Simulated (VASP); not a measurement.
# Al2Rh (P4_2/nmc) in VASP: further runs, part 2 of 2

VASP 6.6.1.

## 3. Single point, PBE

Contents of INCAR:

```
PREC = Accurate ; ENCUT = 500
EDIFF = 1E-6 ; ISMEAR = 0
SIGMA = 0.1 ; LREAL = F
LASPH = T ; NELM = 120
ALGO = Normal ; ISIF = 2
LWAVE = F ; LCHARG = F
GGA = PE ; NBANDS = 30
GGA_COMPAT = F
```

Contents of KPOINTS:

```
Automatic mesh
0
Gamma
  14 14 4
```

Contents of POSCAR:

```
Al2Rh
1.0
    2.8279257707      0.0000000000      0.0000000000
    0.0000000000      2.8279257707      0.0000000000
    0.0000000000      0.0000000000     12.2271915222
Al Rh
4 2
Direct
    0.0000000000      0.5000000000      0.8347207538
    0.0000000000      0.5000000000      0.3347207538
    0.5000000000      0.0000000000      0.6652792462
    0.5000000000      0.0000000000      0.1652792462
    0.0000000000      0.0000000000      0.5000000000
    0.5000000000      0.5000000000      0.0000000000
```

Potentials or basis: VASP PAW PBE potentials, release 64 (Al, Rh_pv).

Command:

```
$ cat potpaw_PBE.64/Al/POTCAR potpaw_PBE.64/Rh_pv/POTCAR > POTCAR
$ mpirun -np 1 vasp_std > vasp.out
```

OUTCAR:

```text
PREC = Accurate
   ENCUT = 500
   EDIFF = 1E-6
   ISMEAR = 0
   LREAL = F
   LASPH = T
   NELM = 120
   ISIF = 2
   GGA = PE

 ion  position               nearest neighbor table
   1  0.000  0.500  0.835-   6 2.47   6 2.47   3 2.88   3 2.88   3 2.88   3 2.88
   2  0.000  0.500  0.335-   5 2.47   5 2.47   4 2.88   4 2.88   4 2.88   4 2.88
   3  0.500  0.000  0.665-   5 2.47   5 2.47   1 2.88   1 2.88   1 2.88   1 2.88
   4  0.500  0.000  0.165-   6 2.47   6 2.47   2 2.88   2 2.88   2 2.88   2 2.88
   5  0.000  0.000  0.500-   2 2.47   3 2.47   2 2.47   3 2.47
   6  0.500  0.500  0.000-   1 2.47   4 2.47   4 2.47   1 2.47

  LATTYP: Found a simple tetragonal cell.
 ALAT       =     2.8279257707
 C/A-ratio  =     4.3237314249

  Lattice vectors:

 A1 = (   2.8279257707,   0.0000000000,   0.0000000000)
 A2 = (   0.0000000000,   2.8279257707,   0.0000000000)
 A3 = (   0.0000000000,   0.0000000000,  12.2271915222)

Analysis of symmetry for initial positions (statically):
=====================================================================
 Subroutine PRICEL returns:
 Original cell was already a primitive cell.

[... 184 lines left out ...]
 fundamental gap:      0.0254556913
 Fermi energy:         8.1312044890

 k-point     1 :       0.0000    0.0000    0.0000
  band No.  band energies     occupation
      1     -37.7421      2.00000
      2     -37.7421      2.00000
      3     -37.4252      2.00000
      4     -37.4252      2.00000
      5     -37.4252      2.00000
      6     -37.4252      2.00000
[... 781 lines left out ...]
     29      13.0842      0.00000
     30      14.0339      0.00000

 [... further k-points ...]

------------------------ aborting loop because EDIFF is reached ----------------------------------------

  FORCE on cell =-STRESS in cart. coord.  units (eV):
  Direction    XX          YY          ZZ          XY          YZ          ZX
  --------------------------------------------------------------------------------------
  -------------------------------------------------------------------------------------
  Total       -0.0216690     -0.0216690      0.0602899      0.0000000      0.0000000      0.0000000
  in kB       -0.3550482     -0.3550482      0.9878527      0.0000000      0.0000000      0.0000000
  external PRESSURE =       0.0925854 kB  Pullay stress =       0.0000000 kB

 VOLUME and BASIS-vectors are now :
 -----------------------------------------------------------------------------
  energy-cutoff  :      500.00
  volume of cell :       97.78
      direct lattice vectors                 reciprocal lattice vectors
     2.827925771  0.000000000  0.000000000     0.353616071  0.000000000  0.000000000
     0.000000000  2.827925771  0.000000000     0.000000000  0.353616071  0.000000000
     0.000000000  0.000000000 12.227191522     0.000000000  0.000000000  0.081784930

 POSITION                                       TOTAL-FORCE (eV/Angst)
 -----------------------------------------------------------------------------------
      0.00000      1.41396     10.20629        -0.000000     -0.000000     -0.015181
      0.00000      1.41396      4.09269        -0.000000     -0.000000     -0.015181
      1.41396      0.00000      8.13450        -0.000000      0.000000      0.015181
      1.41396      0.00000      2.02090        -0.000000      0.000000      0.015181
      0.00000      0.00000      6.11360        -0.000000     -0.000000      0.000000
      1.41396      1.41396      0.00000         0.000000      0.000000      0.000000
 -----------------------------------------------------------------------------------
    total drift:                                0.000000     -0.000000     -0.000000

  FREE ENERGIE OF THE ION-ELECTRON SYSTEM (eV)
  ---------------------------------------------------
  free  energy   TOTEN  =       -30.4557136245 eV

  energy  without entropy=      -30.4381961961  energy(sigma->0) =      -30.44695491
```

stdout:

```text
POSCAR found type information on POSCAR AlRh
 POSCAR found :  2 types and       6 ions
 scaLAPACK will be used
 LDA part: xc-table for (Slater+PW92), standard interpolation
 POSCAR, INCAR and KPOINTS ok, starting setup
 FFT: planning ... GRIDC
 FFT: planning ... GRID_SOFT
 FFT: planning ... GRID
 WAVECAR not read
 entering main loop
```

Run time: 5.8 min. Hardware: 1 thread of Intel Xeon 8259CL, shared host; peak memory 0.38 GiB.

What came out:

| Quantity | Value |
| --- | --- |
| Free energy | -30.4557 eV |
| Pressure | 0.0 GPa |
| Largest force | 0.015 eV/Å |
| Band gap on the k mesh | zero (bands 21 and 22 overlap by 2.53 eV) |

Forces in eV/Å, atoms in the order of the input:
```
Al   0.000  0.000 -0.015
Al   0.000  0.000 -0.015
Al   0.000  0.000  0.015
Al   0.000  0.000  0.015
Rh   0.000  0.000  0.000
Rh   0.000  0.000  0.000
```

## 4. Single point, PBE, collinear spin, ferromagnetic start

Contents of INCAR:

```
PREC = Accurate ; ENCUT = 500
EDIFF = 1E-6 ; ISMEAR = 0
SIGMA = 0.1 ; LREAL = False
LASPH = True ; NELM = 200
ALGO = Normal ; ISIF = 2
LWAVE = False ; LCHARG = True
ISPIN = 2 ; MAGMOM = 0 0 0 0 1 1
LORBIT = 11 ; LMAXMIX = 4
GGA = PE ; LELF = True
LVHAR = True ; NBANDS = 34
GGA_COMPAT = False
```

Contents of KPOINTS:

```
regular mesh
0
Gamma
  6 6 2
```

Contents of POSCAR:

```
Al2Rh
1.0
    2.8487824875      0.0000000000      0.0000000000
    0.0000000000      2.8487824875      0.0000000000
    0.0000000000      0.0000000000     12.0608407048
Al Rh
4 2
Direct
    0.0000000000      0.5000000000      0.8333568073
    0.0000000000      0.5000000000      0.3333568073
    0.5000000000      0.0000000000      0.6666431927
    0.5000000000      0.0000000000      0.1666431927
    0.0000000000      0.0000000000      0.5000000000
    0.5000000000      0.5000000000      0.0000000000
```

Command:

```
$ cat potpaw_PBE.64/Al/POTCAR potpaw_PBE.64/Rh_pv/POTCAR > POTCAR
$ mpirun -np 1 vasp_std > vasp.out
```

It took 3.9 min on 1 thread of Intel Xeon 8259CL, shared host; peak memory 0.3 GiB.

It converged, with:

```yaml
Free_energy: -30.3657 eV
Pressure: 0.0 GPa
Largest_force: 0.013 eV/Å
Net_moment: -0.21 μB per cell
Site_moments: Al +0.00; Rh -0.10 μB
Valence_electrons_inside_the_program's_atomic_spheres: Al 0.79; Rh 13.89
```

Forces on the atoms (eV/Å):
```
Al   0.000  0.000 -0.013
Al   0.000  0.000 -0.013
Al   0.000  0.000  0.013
Al   0.000  0.000  0.013
Rh   0.000  0.000  0.000
Rh   0.000  0.000  0.000
```

Levels at points of the mesh, in eV from the Fermi level:
Spin up:
```
           k point  band 16  band 17  band 18  band 19  band 20  band 21  band 22  band 23  band 24  band 25
(0.00, 0.00, 0.00)    -0.99    -0.99    -0.98    -0.98    -0.50     0.46     0.46     2.87     6.57     6.85
(0.50, 0.00, 0.00)    -2.72    -0.79    -0.79    -0.71    -0.71    -0.16    -0.16     0.45     0.45     2.84
(0.50, 0.50, 0.00)    -1.40    -0.14    -0.14    -0.01    -0.01     1.00     1.00     1.26     1.26     2.33
(0.00, 0.00, 0.50)    -1.73    -0.99    -0.99    -0.99    -0.99     0.46     0.46     4.64     4.64     6.92
(0.50, 0.00, 0.50)    -2.06    -1.46    -1.46    -0.79    -0.79    -0.71    -0.71     1.84     1.84     2.29
(0.50, 0.50, 0.50)    -1.14    -0.39    -0.39     0.31     0.31     0.31     0.31     1.27     1.27     2.90
```
Spin down:
```
           k point  band 17  band 18  band 19  band 20  band 21  band 22  band 23  band 24  band 25  band 26
(0.00, 0.00, 0.00)    -1.04    -1.03    -1.03    -0.50     0.29     0.29     2.85     6.57     6.85     6.96
(0.50, 0.00, 0.00)    -0.95    -0.95    -0.76    -0.76    -0.17    -0.17     0.44     0.44     2.80     2.80
(0.50, 0.50, 0.00)    -0.14    -0.14    -0.04    -0.04     0.99     0.99     1.22     1.22     2.33     2.33
(0.00, 0.00, 0.50)    -1.04    -1.04    -1.04    -1.04     0.29     0.29     4.64     4.64     6.91     6.91
(0.50, 0.00, 0.50)    -1.48    -1.48    -0.95    -0.95    -0.76    -0.76     1.83     1.83     2.25     2.25
(0.50, 0.50, 0.50)    -0.40    -0.40     0.30     0.30     0.30     0.30     1.22     1.22     2.89     2.89
```

Caveat: the k points lie up to 0.37 Å⁻¹ apart.
